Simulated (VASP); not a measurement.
Here is a VASP 6.6.1 calculation.

The input INCAR:

```
SYSTEM = W
ALGO     = Normal         ! electronic algorithm
EDIFF    = 1E-6           ! SCF threshold, eV
ENCUT    = 500            ! plane-wave cutoff, eV
GGA_COMPAT= .False.      
ISIF     = 2              ! what is computed and relaxed
ISMEAR   = 0              ! smearing method
LASPH    = .True.         ! aspherical terms in the spheres
LCHARG   = .False.        ! write CHGCAR
LREAL    = .False.        ! projectors in reciprocal space
LWAVE    = .False.        ! write WAVECAR
NBANDS   = 21             ! bands
NELM     = 120            ! most SCF steps
PREC     = Accurate       ! precision mode
SIGMA    = 0.15           ! smearing width, eV
```

The input KPOINTS:

```
k-points
0
Gamma
  16 16 12
  0 0 0
```

POSCAR

```
W
1.0
    0.0000000000     -1.9864787844     -1.9864787844
    0.0000000000      1.9864787844     -1.9864787844
    3.9729575688      0.0000000000      0.0000000000
W
2
Direct
    0.5101687469      0.4898312531      0.4863074299
   -0.0101687469      0.0101687469      0.0136925701
```

Potentials or basis: VASP PAW LDA potentials, release 64 (W_sv).

Command:

```bash
$ cat potpaw_LDA.64/W_sv/POTCAR > POTCAR
$ mpirun -np 1 vasp_std > vasp.out
```

What does it give for the pressure?

3.7 GPa.

What does it give for the band gap on the k mesh?

Zero (bands 14 and 15 overlap by 3.92 eV).

Forces on the atoms (eV/Å):
```
W    1.676  0.261  0.000
W   -1.676 -0.261  0.000
```

Caveat: the cell differs from its parent crystal (atoms displaced along a vibrational mode); the cell stands under pressure; spin-orbit coupling is left out, which moves the levels of the heavy elements; forces of over 1 eV/Å act on the atoms, so gaps and moduli don't describe the material at rest.
